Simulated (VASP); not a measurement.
Write the native input for VASP 6.6.1 that does the following.

```yaml
Task: single point
Functional: r2SCAN
Potentials_or_basis: VASP PAW PBE potentials, release 64 (O, Cu, Pd)
Cutoff: 520 eV
k_mesh: 9 × 9 × 9
Occupations: gaussian, width 0.1168 eV
Spin: no spin polarisation
Dipole_correction: no
Further_INCAR_settings: ALGO = Normal; EDIFF = 1e-07; NBANDS = 36
```

Crystal: CuPd2O4.

```
O Cu Pd
1.0
     0.00000    3.51267    0.00000
     3.51267    0.00000    0.00000
     1.75634    1.75634   -5.42722
O Cu Pd
4 1 2
Direct
  0.50000 0.00000 0.00000
  0.00000 0.50000 0.00000
  0.75000 0.25000 0.50000
  0.25000 0.75000 0.50000
  0.00000 0.00000 0.00000
  0.35310 0.35310 0.29380
  0.64690 0.64690 0.70620
```

These files were run (other wordings do the same):

POSCAR

```
CuPd2O4
1.0
    0.0000000000      3.5126740000      0.0000000000
    3.5126740000      0.0000000000      0.0000000000
    1.7563370000      1.7563370000     -5.4272230000
O Cu Pd
4 1 2
Direct
    0.5000000000      0.0000000000      0.0000000000
    0.0000000000      0.5000000000      0.0000000000
    0.7500000000      0.2500000000      0.5000000000
    0.2500000000      0.7500000000      0.5000000000
    0.0000000000      0.0000000000      0.0000000000
    0.3531000000      0.3531000000      0.2938000000
    0.6469000000      0.6469000000      0.7062000000
```

INCAR.step1

```
PREC = Accurate ; ENCUT = 520
ISMEAR = 0 ; SIGMA = 0.1168
LREAL = F ; LASPH = T
NELM = 100 ; NBANDS = 36
GGA = PE ; ALGO = Normal
EDIFF = 1E-4 ; LWAVE = T
LCHARG = F
```

INCAR.step2

```
PREC = Accurate ; ENCUT = 520
EDIFF = 1E-7 ; ISMEAR = 0
SIGMA = 0.1168 ; LREAL = F
LASPH = T ; NELM = 100
ALGO = Normal ; ISIF = 2
LWAVE = F ; LCHARG = F
METAGGA = R2SCAN ; LMIXTAU = T
NBANDS = 36 ; ISTART = 1
```

KPOINTS

```
Automatic mesh
0
Gamma
  9 9 9
```

Potentials or basis: VASP PAW PBE potentials, release 64 (O, Cu, Pd).

Launch:

```bash
$ cat potpaw_PBE.64/O/POTCAR potpaw_PBE.64/Cu/POTCAR potpaw_PBE.64/Pd/POTCAR > POTCAR
$ cp INCAR.step1 INCAR
$ mpirun -np 1 vasp_std > vasp.out
$ cp INCAR.step2 INCAR
$ mpirun -np 1 vasp_std > vasp.out
```

It gave:

| Property | Result |
| --- | --- |
| Pressure | 33.1 GPa |
| Largest force | 0.444 eV/Å |
| Band gap on the k mesh | zero (an odd number of electrons rules out a gap without spin polarisation) |

Caveat: the stress differs along the axes, from 11 to 44 GPa; the PAW data sets were made with another functional, which shifts forces and pressure a little; an odd number of electrons without spin polarisation forces a metal; a magnetic or distorted state may lie lower; semilocal functionals often make such compounds metallic where correlation or magnetic order opens a gap, which also shifts bond lengths.

It took 26 min on 1 thread of AMD EPYC 7R43 64-Core Processor (Zen 3), on a shared host, peak memory 0.27 GiB.
